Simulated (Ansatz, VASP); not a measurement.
# WS2 in VASP and in Ansatz

INCAR

```
SYSTEM = WS2
ALGO = Normal
EDIFF = 1E-6
ENCUT = 520
GGA = PS
ISIF = 2
ISMEAR = 0
IVDW = 12
LASPH = .True.
LCHARG = .True.
LELF = .True.
LREAL = .False.
LVHAR = .True.
LWAVE = .False.
NBANDS = 20
NELM = 80
PREC = Accurate
SIGMA = 0.05
```

Contents of KPOINTS:

```
k-points
0
Gamma
  12 12 2
  0 0 0
```

File POSCAR:

```
WS2
1.0
    3.1039284463      0.0000000000      0.0000000000
   -1.5519642231      2.6880808860      0.0000000000
    0.0000000000      0.0000000000     16.1030489955
W S
1 2
Direct
    0.3333333333      0.6666666667      0.0000000000
    0.6666666667      0.3333333333      0.9079994900
    0.6666666667      0.3333333333      0.0920005100
```

Input for Ansatz:

```yaml
crystal:
  lattice:
    - [3.1039284463, 0.0, 0.0]
    - [-1.5519642231, 2.688080886, 0.0]
    - [0.0, 0.0, 16.1030489955]
  atoms:
    - { symbol: W, position: [0.3333333333, 0.6666666667, 0.0] }
    - { symbol: S, position: [0.6666666667, 0.3333333333, 0.90799949] }
    - { symbol: S, position: [0.6666666667, 0.3333333333, 0.09200051] }
basis:
  ecutwfc: 420
kpoints:
  mp_grid: { grid: [12, 12, 2] }
hamiltonian:
  xc: pbesol
  dispersion: d3bj
scf:
  occupations: { method: gaussian, width: 0.05 }
output:
  forces: true
  stress: true
  eigenvalues: true
```

Change from the starting cell: strain -0.025 along x and y, -0.050 along z, atoms carried along.

Alike in both runs: task single point; functional PBEsol; dispersion D3(BJ); k mesh 12 × 12 × 2; occupations gaussian, width 0.05 eV; no spin polarisation.

```csv
,VASP,Ansatz
version,VASP 6.6.1,Ansatz 0.2.0
potentials or method,"VASP PAW PBE potentials, release 64 (W_sv, S), cutoff 520 eV","scalar-relativistic, plane waves, PAW"
valence electrons in the cell,26,26
```

Ansatz gave:

* gap on the k mesh at the Fermi level (eV): 1.63
* least direct gap on the mesh (eV): 1.84
* rms of the force components (eV/Å): 1.096

Problem. Which values does VASP return?

Solution. gap on the k mesh at the Fermi level (eV): 1.64; least direct gap on the mesh (eV): 1.84; rms of the force components (eV/Å): 1.108.

VASP's potentials were made for PBE, not for PBEsol. Atom by atom the forces differ by 0.012 eV/Å (rms over components).

Spin-orbit coupling is off throughout.
